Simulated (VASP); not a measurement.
Wanted: the native input for a VASP 6.6.1 run.

```yaml
Task: single point
Functional: PBE
Potentials_or_basis: VASP PAW PBE potentials, release 64 (C)
Cutoff: 520 eV
k_mesh: 12 × 12 × 12
Occupations: gaussian, width 0.05 eV
Spin: no spin polarisation
Dipole_correction: no
Further_INCAR_settings: ALGO = Normal; EDIFF = 1e-06; NBANDS = 11
```

The structure of C lies in POSCAR:

```
C
1.0
    0.0000000000      1.9197812169      1.7858429925
    1.6519047681      0.0000000000      1.7858429925
    1.6519047681      1.9197812169      0.0000000000
C
2
Direct
    0.5000000000      0.5000000000      0.5000000000
    0.7500000000      0.7500000000      0.7500000000
```

This cell differs from its parent crystal: strain +e along x and -e along y -0.0750, strain +e along z and -e/2 along x and y +0.0000.

These files were run (other wordings do the same):

INCAR

```
SYSTEM = C
ALGO = Normal ; EDIFF = 1E-6
ENCUT = 520 ; GGA = PE
ISIF = 2 ; ISMEAR = 0
LASPH = .TRUE. ; LCHARG = .FALSE.
LREAL = .FALSE. ; LWAVE = .FALSE.
NBANDS = 11 ; NELM = 60
PREC = Accurate ; SIGMA = 0.05
```

KPOINTS

```
k-points
0
G
  12 12 12
  0 0 0
```

Potentials or basis: VASP PAW PBE potentials, release 64 (C).

Run with:

```sh
$ cat potpaw_PBE.64/C/POTCAR > POTCAR
$ mpirun -np 1 vasp_std > vasp.out
```

It gave:

- Pressure: 3.5 GPa
- Band gap on the k mesh: 1.39 eV, indirect (least direct gap 3.76 eV)

Caveat: the cell differs from its parent crystal (strain +e along x and -e along y -0.0750, strain +e along z and -e/2 along x and y +0.0000).

Run time: 14 s on 1 thread of Intel(R) Xeon(R) Platinum 8559C (Emerald Rapids) (shared host), peak memory 0.13 GiB.
